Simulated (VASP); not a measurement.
Write the native input for VASP 6.6.1 that does the following.

| Property | Result |
| --- | --- |
| Task | single point |
| Functional | PBE |
| Potentials or basis | VASP PAW PBE potentials, release 64 (Al) |
| Cutoff | 500 eV |
| k mesh | 8 × 8 × 4 |
| Occupations | gaussian, width 0.1 eV |
| Spin | no spin polarisation |
| Dipole correction | no |
| Further INCAR settings | ALGO = Normal; EDIFF = 1e-06; NBANDS = 10 |

The structure of Al lies in POSCAR:

```
Al
1.0
    1.4078302050     -2.5235377665      0.0000000000
    1.4078302050      2.5235377665      0.0000000000
    0.0000000000      0.0000000000      4.6768929337
Al
2
Direct
    0.8334667523      0.1665332477      0.7500000000
    0.1665332477      0.8334667523      0.2500000000
```

These files were run (other wordings do the same):

INCAR

```
SYSTEM = Al
ALGO     = Normal         ! electronic algorithm
EDIFF    = 1E-6           ! SCF threshold, eV
ENCUT    = 500            ! plane-wave cutoff, eV
GGA      = PE             ! functional
GGA_COMPAT= .False.      
ISIF     = 2              ! what is computed and relaxed
ISMEAR   = 0              ! smearing method
LASPH    = .True.         ! aspherical terms in the spheres
LCHARG   = .False.        ! write CHGCAR
LREAL    = .False.        ! projectors in reciprocal space
LWAVE    = .False.        ! write WAVECAR
NBANDS   = 10             ! bands
NELM     = 120            ! most SCF steps
PREC     = Accurate       ! precision mode
SIGMA    = 0.1            ! smearing width, eV
```

KPOINTS

```
k-points
0
Gamma
  8 8 4
  0 0 0
```

Potentials or basis: VASP PAW PBE potentials, release 64 (Al).

Command:

```console
$ cat potpaw_PBE.64/Al/POTCAR > POTCAR
$ mpirun -np 1 vasp_std > vasp.out
```

Results of the run:

```
Pressure               : 0.4 GPa
Largest force          : 0.004 eV/Å
Band gap on the k mesh : zero (band 3 reaches 12.17 eV, above the bottom of band 4 at 4.49 eV)
```

It took 16 s on 1 thread of AMD EPYC 7R43 64-Core Processor (Zen 3) (shared host), peak memory 0.12 GiB.
